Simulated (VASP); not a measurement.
## Ti2C5: relaxation of cell and atoms with PBE

The system is Ti2C5.

```
Ti C
1.0
     2.69579    0.00000    0.00000
    -1.34790    2.33462    0.00000
     0.00000    0.00000   10.47703
Ti C
2 5
Cartesian
  0.0000 1.5564 1.2949
  1.3479 0.7782 9.1822
  0.0000 0.0000 3.2365
  1.3479 0.7782 3.2127
  0.0000 0.0000 7.2406
  0.0000 1.5564 7.2643
  0.0000 0.0000 0.0000
```

```
Program                : VASP 6.6.1
Task                   : relaxation of cell and atoms
Functional             : PBE
Potentials or basis    : VASP PAW PBE potentials, release 64 (Ti_sv, C)
Cutoff                 : 600 eV
k mesh                 : 12 × 12 × 4
Occupations            : gaussian, width 0.1 eV
Spin                   : no spin polarisation
Dipole correction      : no
Further INCAR settings : ALGO = Normal; EDIFF = 1e-07; IBRION = 2; EDIFFG = -0.01; NSW = 100; ISIF = 3
```

```json
{
 "Relaxed volume": "9.40 Å³/atom",
 "Relaxed cell": "a = 2.698 Å, b = 2.698 Å, c = 10.442 Å, α = 90.00°, β = 90.00°, γ = 120.00°",
 "Space group after relaxing (to 0.05 Å)": "P-3m1 (No. 164)",
 "Energy gained by relaxing": "0.5 meV/atom",
 "Ionic steps": "6",
 "Pressure after relaxing": "0.0 GPa",
 "Largest force after relaxing": "0.004 eV/Å",
 "Band gap on the k mesh": "zero (band 22 reaches 9.58 eV, above the bottom of band 23 at 8.52 eV)"
}
```

Forces in eV/Å, atoms in the order of the input:
```
Ti   0.000  0.000  0.004
Ti   0.000  0.000 -0.004
C    0.000  0.000  0.001
C    0.000  0.000  0.002
C    0.000  0.000 -0.001
C    0.000  0.000 -0.002
C    0.000  0.000  0.000
```

Stress tensor (GPa, compression positive):
```
-0.06  0.00  0.00
 0.00 -0.06  0.00
 0.00  0.00  0.07
```

Step by step:
```csv
step,energy change (eV),largest force (eV/Å),pressure (GPa),volume (Å³)
1,0.0000,0.1726,0.07,65.94
2,-0.0028,0.0644,-0.46,65.98
3,-0.0029,0.0484,-0.60,65.99
4,-0.0032,0.0193,0.61,65.65
5,-0.0035,0.0185,0.12,65.79
6,-0.0035,0.0036,-0.02,65.81
```

Final structure:
```
CELL_PARAMETERS angstrom
2.69753 0.00000 0.00000
-1.34876 2.33613 0.00000
0.00000 0.00000 10.44234
ATOMIC_POSITIONS crystal
Ti 0.33333 0.66667 0.12463
Ti 0.66667 0.33333 0.87537
C 0.00000 0.00000 0.30923
C 0.66667 0.33333 0.30556
C 0.00000 0.00000 0.69077
C 0.33333 0.66667 0.69444
C 0.00000 0.00000 0.00000
```

Levels at points of the mesh, in eV from the Fermi level:
| k point | band 20 | band 21 | band 22 | band 23 | band 24 | band 25 |
| --- | --- | --- | --- | --- | --- | --- |
| (0.00, 0.00, 0.00) | -1.56 | -1.56 | 0.68 | 0.68 | 1.70 | 1.70 |
| (0.50, 0.00, 0.00) | -3.21 | -1.99 | -0.67 | -0.34 | 0.63 | 2.41 |
| (0.00, 0.00, 0.50) | -1.56 | -1.56 | 0.68 | 0.68 | 1.70 | 1.70 |
| (0.50, 0.00, 0.50) | -3.24 | -1.99 | -0.60 | -0.38 | 0.61 | 2.43 |

Run time: 4.5 min on 1 thread of Intel(R) Xeon(R) 6975P-C (Granite Rapids) (shared host), peak memory 0.29 GiB.

Caveat: this functional lacks dispersion, which binds the layers, so the pressure and a relaxed spacing across them are unreliable.
